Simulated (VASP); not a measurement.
Here is a VASP 6.6.1 calculation.

Contents of INCAR:

```
ALGO     = Normal         # electronic algorithm
EDIFF    = 1E-7           # SCF threshold, eV
ENCUT    = 520            # plane-wave cutoff, eV
GGA      = PE             # functional
ISIF     = 2              # what is computed and relaxed
ISMEAR   = 0              # smearing method
LASPH    = True           # aspherical terms in the spheres
LCHARG   = False          # write CHGCAR
LREAL    = False          # projectors in reciprocal space
LWAVE    = False          # write WAVECAR
NBANDS   = 11             # bands
NELM     = 80             # most SCF steps
PREC     = Accurate       # precision mode
SIGMA    = 0.01           # smearing width, eV
```

KPOINTS

```
k-points
0
Gamma
  4 4 4
```

POSCAR

```
BeTe
1.0
    0.0000000000      2.8286236224      2.8286236224
    2.8286236224      0.0000000000      2.8286236224
    2.8286236224      2.8286236224      0.0000000000
Be Te
1 1
Direct
    0.0000000000      0.0000000000      0.0000000000
    0.2500000000      0.2500000000      0.2500000000
```

Potentials or basis: VASP PAW PBE potentials, release 64 (Be, Te).

The run is started by

```console
$ cat potpaw_PBE.64/Be/POTCAR potpaw_PBE.64/Te/POTCAR > POTCAR
$ mpirun -np 1 vasp_std > vasp.out
```

(1) Predict the pressure.

(2) Predict the band gap on the k mesh.

Results:

(1) 0.8 GPa.

(2) 2.00 eV (least direct gap 3.61 eV).

Caveat: the k points lie up to 0.48 Å⁻¹ apart; spin-orbit coupling is left out, which moves the levels of the heavy elements.
